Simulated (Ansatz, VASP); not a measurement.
ZnO in VASP and in Ansatz

File POSCAR:

```
ZnO
1.0
    3.2493987239      0.0000000000      0.0000000000
   -1.6246993619      2.8140618419      0.0000000000
    0.0000000000      0.0000000000      5.2038000000
Zn O
2 2
Direct
    0.3333333333      0.6666666667      0.0000000000
    0.6666666667      0.3333333333      0.5000000000
    0.3333333333      0.6666666667      0.3965125447
    0.6666666667      0.3333333333      0.8965125447
```

The input INCAR.step1:

```
PREC = Accurate
ENCUT = 520
ISMEAR = 0
SIGMA = 0.05
LREAL = F
LASPH = T
NELM = 80
NBANDS = 26
GGA = PE
ALGO = Normal
EDIFF = 1E-4
LWAVE = T
LCHARG = F
```

File INCAR.step2:

```
PREC = Accurate
ENCUT = 520
EDIFF = 1E-6
ISMEAR = 0
SIGMA = 0.05
LREAL = F
LASPH = T
NELM = 80
ALGO = Normal
ISIF = 2
LWAVE = F
LCHARG = T
METAGGA = R2SCAN
LMIXTAU = T
LELF = T
LVHAR = T
NBANDS = 26
ISTART = 1
```

KPOINTS

```
Automatic mesh
0
Gamma
  12 12 6
```

Input for Ansatz:

```yaml
crystal:
  lattice:
    - [3.2493987239, 0.0, 0.0]
    - [-1.6246993619, 2.8140618419, 0.0]
    - [0.0, 0.0, 5.2038]
  atoms:
    - { symbol: Zn, position: [0.3333333333, 0.6666666667, 0.0] }
    - { symbol: Zn, position: [0.6666666667, 0.3333333333, 0.5] }
    - { symbol: O, position: [0.3333333333, 0.6666666667, 0.3965125447] }
    - { symbol: O, position: [0.6666666667, 0.3333333333, 0.8965125447] }
basis:
  ecutwfc: 500
kpoints:
  mp_grid: { grid: [12, 12, 6] }
hamiltonian:
  xc: r2scan
scf:
  occupations: { method: gaussian, width: 0.05 }
output:
  forces: true
  stress: true
  eigenvalues: true
```

Change from the starting cell: all O atoms moved +0.075 Å, as atom 3 along Cartesian [0 0 1].

Alike in both runs: task single point; functional r2SCAN; k mesh 12 × 12 × 6; occupations gaussian, width 0.05 eV; no spin polarisation.

|  | VASP | Ansatz |
| --- | --- | --- |
| version | VASP 6.6.1 | Ansatz 0.2.0 |
| potentials or method | VASP PAW PBE potentials, release 64 (Zn, O), cutoff 520 eV | scalar-relativistic, plane waves, PAW |
| valence electrons in the cell | 36 | 36 |

```csv
,VASP,Ansatz,Ansatz less VASP
gap on the k mesh at the Fermi level (eV),1.23,1.23,+0.004
least direct gap on the mesh (eV),1.23,1.23,+0.004
pressure (GPa),0.2,-0.7,-0.93
"traceless stress, the component that is largest in VASP (GPa)",-3.61,-3.42,+0.192
rms of the force components (eV/Å),0.229,0.224,-0.0046
```

VASP's potentials were made for PBE, not for r2SCAN. Atom by atom the forces differ by 0.005 eV/Å (rms over components).
